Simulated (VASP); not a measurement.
Write the native input for VASP 6.6.1 that does the following.

- Task: single point
- Functional: LDA
- Potentials or basis: VASP PAW LDA potentials, release 64 (Ru_pv, Rh_pv)
- Cutoff: 520 eV
- k mesh: 14 × 9 × 1
- Occupations: fermi-dirac, width 0.1 eV
- Spin: no spin polarisation
- Dipole correction: yes
- Further INCAR settings: ALGO = Normal; EDIFF = 1e-07; NBANDS = 52

The structure of Ru5Rh lies in POSCAR:

```
Ru5Rh
1.0
    2.6752164044      0.0000000000      0.0000000000
    0.0000000000      4.2244496844      0.0000000000
    0.0000000000      0.0000000000     21.4059000000
Ru Rh
5 1
Direct
    0.7500000000      0.7500000000      0.3798228800
    0.2500000000      0.2500000000      0.4094009660
    0.7500000000      0.2500000000      0.5169516878
    0.7500000000      0.7500000000      0.5905990341
    0.2500000000      0.2500000000      0.6201771202
    0.2500000000      0.7500000000      0.4830483120
```

One way to write it, as run:

INCAR

```
PREC = Accurate ; ENCUT = 520
EDIFF = 1E-7 ; ISMEAR = -1
SIGMA = 0.1 ; LREAL = F
LASPH = T ; NELM = 100
ALGO = Normal ; ISIF = 2
LWAVE = F ; LCHARG = F
LDIPOL = T ; IDIPOL = 3
DIPOL = 0.5 0.5 0.500 ; NBANDS = 52
```

KPOINTS

```
regular mesh
0
Gamma
  14 9 1
```

Potentials or basis: VASP PAW LDA potentials, release 64 (Ru_pv, Rh_pv).

The run is started by

```console
$ cat potpaw_LDA.64/Ru_pv/POTCAR potpaw_LDA.64/Rh_pv/POTCAR > POTCAR
$ mpirun -np 1 vasp_std > vasp.out
```

It gave:

```yaml
Largest_force: 0.479 eV/Å
Band_gap_on_the_k_mesh: zero (an odd number of electrons rules out a gap without spin polarisation)
```

It took 10 min on 1 thread of Intel(R) Xeon(R) Platinum 8375C CPU @ 2.90GHz (Ice Lake) (shared host), peak memory 0.5 GiB.
